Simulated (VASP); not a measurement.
Input of a VASP 6.6.1 run:

Contents of POSCAR:

```
MgO2
1.0
    1.6448800414      0.9496719347      3.3192799312
   -1.6448800414      0.9496719347      3.3192799312
    0.0000000000     -1.8993438694      3.3192799312
Mg O
1 2
Direct
    0.0000000000      0.0000000000      0.0000000000
    0.4287860000      0.4287860000      0.4287860000
    0.5712140000      0.5712140000      0.5712140000
```

Contents of INCAR.step1:

```
PREC = Accurate ; ENCUT = 920
ISMEAR = 0 ; SIGMA = 0.05
LREAL = F ; LASPH = T
NELM = 120 ; NBANDS = 18
GGA = PE ; ALGO = Normal
EDIFF = 1E-5 ; LWAVE = T
LCHARG = F ; GGA_COMPAT = F
```

INCAR.step2

```
PREC = Accurate ; ENCUT = 920
EDIFF = 1E-6 ; ISMEAR = 0
SIGMA = 0.05 ; LREAL = F
LASPH = T ; NELM = 120
ALGO = Normal ; ISIF = 2
LWAVE = F ; LCHARG = T
METAGGA = R2SCAN ; LMIXTAU = T
LELF = T ; LVHAR = T
NBANDS = 18 ; ISTART = 1
GGA_COMPAT = F
```

File KPOINTS:

```
regular mesh
0
Gamma
  12 12 12
```

Potentials or basis: VASP PAW PBE potentials, release 64 (Mg_sv, O).

Command:

```bash
$ cat potpaw_PBE.64/Mg_sv/POTCAR potpaw_PBE.64/O/POTCAR > POTCAR
$ cp INCAR.step1 INCAR
$ mpirun -np 1 vasp_std > vasp.out
$ cp INCAR.step2 INCAR
$ mpirun -np 1 vasp_std > vasp.out
```

Q: What does it give for the largest force?

A: 2.152 eV/Å.

Q: Predict the pressure.

A: 0.8 GPa.

Q: Estimate the band gap on the k mesh.

A: 3.66 eV (least direct gap 3.88 eV).

Forces on the atoms (eV/Å):
```
Mg   0.000  0.000  0.000
O    0.000  0.000 -2.152
O    0.000  0.000  2.152
```

Caveat: the cell differs from its parent crystal (strain +0.025 along x and y, -0.050 along z); the stress differs along the axes, from -10 to 23 GPa; the PAW data sets were made with another functional, which shifts forces and pressure a little. A k mesh can miss the band edges.
